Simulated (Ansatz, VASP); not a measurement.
CuF3: VASP beside Ansatz

```
CELL_PARAMETERS angstrom
3.87621 0.00000 3.87621
0.00000 3.87621 3.87621
0.00000 0.00000 7.75243
ATOMIC_POSITIONS crystal
Cu 0.00000 0.00000 0.00000
Cu 0.00000 0.00000 0.50000
F 0.50000 0.00000 0.75000
F 0.00000 0.00000 0.25000
F 0.00000 0.50000 0.75000
F 0.50000 0.00000 0.25000
F 0.00000 0.00000 0.75000
F 0.00000 0.50000 0.25000
```

Alike in both runs: functional PBE; k mesh 10 × 10 × 5; occupations gaussian, width 0.05 eV; collinear spin.

Ansatz relaxed the structure, and its values are those at the end. VASP's run is a single point on that final structure, the one shown.

```csv
,VASP,Ansatz
version,VASP 6.6.1,Ansatz 0.2.0
potentials or method,"VASP PAW PBE potentials, release 64 (Cu, F), cutoff 520 eV","scalar-relativistic, plane waves, PAW"
valence electrons in the cell,64,80
```

```csv
,VASP,Ansatz,Ansatz less VASP
gap on the k mesh at the Fermi level (eV),0.19,0.26,+0.070
least direct gap on the mesh (eV),0.22,0.32,+0.101
pressure (GPa),-5.2,-5.4,-0.19
net moment per atom (μB),0.00,0.00,0.000
size of the moment on the site where the two differ most (μB),0.65,0.71,+0.062
```

Site moments also hang on the region over which each program counts them. With one functional, cell and mesh, what is left measures potentials, basis and numerics. VASP's potentials hold 64 valence electrons a cell and Ansatz's 80, so a difference there can come from the potentials and not from the codes. Ansatz's warnings: stress scf threshold loose.
